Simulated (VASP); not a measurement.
Set up this calculation in VASP 6.6.1, as the native input.

| Quantity | Value |
| --- | --- |
| Task | relaxation of cell and atoms |
| Functional | PBE |
| Potentials or basis | VASP PAW PBE potentials, release 64 (P, C) |
| Cutoff | 600 eV |
| k mesh | 6 × 6 × 4 |
| Occupations | gaussian, width 0.2 eV |
| Spin | no spin polarisation |
| Dipole correction | no |
| Further INCAR settings | ALGO = Normal; EDIFF = 1e-07; IBRION = 2; EDIFFG = -0.08; NSW = 36; ISIF = 3 |

The structure of PC lies in POSCAR:

```
PC
1.0
    3.2684859200      0.0000000000      0.0000000000
    0.0000000000      3.2684859200      0.0000000000
    0.0000000000      0.0000000000      5.9297797700
P C
2 2
Direct
    0.0000000000      0.5000000000      0.8515796700
    0.5000000000      0.0000000000      0.1484203300
    0.0000000000      0.5000000000      0.3714335900
    0.5000000000      0.0000000000      0.6285664100
```

The cell was built from a structure type or drawn by symmetry, and may not be a known phase.

One way to write it, as run:

INCAR

```
SYSTEM = PC
PREC = Accurate
ENCUT = 600
EDIFF = 1E-7
ISMEAR = 0
SIGMA = 0.2
LREAL = .False.
LASPH = .True.
NELM = 80
ALGO = Normal
ISIF = 3
LWAVE = .False.
LCHARG = .False.
GGA = PE
IBRION = 2
NSW = 36
EDIFFG = -0.08
```

KPOINTS

```
regular mesh
0
Gamma
  6 6 4
  0 0 0
```

Potentials or basis: VASP PAW PBE potentials, release 64 (P, C).

Launch:

```console
$ cat potpaw_PBE.64/P/POTCAR potpaw_PBE.64/C/POTCAR > POTCAR
$ mpirun -np 1 vasp_std > vasp.out
```

It gave:

```
Relaxed volume                        : 10.64 Å³/atom
Relaxed cell                          : a = 2.871 Å, b = 2.871 Å, c = 5.163 Å, α = 90.00°, β = 90.00°, γ = 90.00°
Space group after relaxing (to 0.1 Å) : P4/nmm (No. 129)
Pressure after relaxing               : 0.2 GPa
Largest force after relaxing          : 0.047 eV/Å
Band gap on the k mesh                : zero (bands 9 and 10 overlap by 4.89 eV)
```

Caveat: the volume moved by over 15 % at a fixed basis, so the end points are rough; this functional lacks dispersion, which binds the layers, so the pressure and a relaxed spacing across them are unreliable; the relaxation stopped at a loose force limit of 0.08 eV/Å, so its end isn't a converged minimum.

It took 9.2 min on 1 thread of AMD EPYC 7R13 (shared host), peak memory 0.18 GiB.
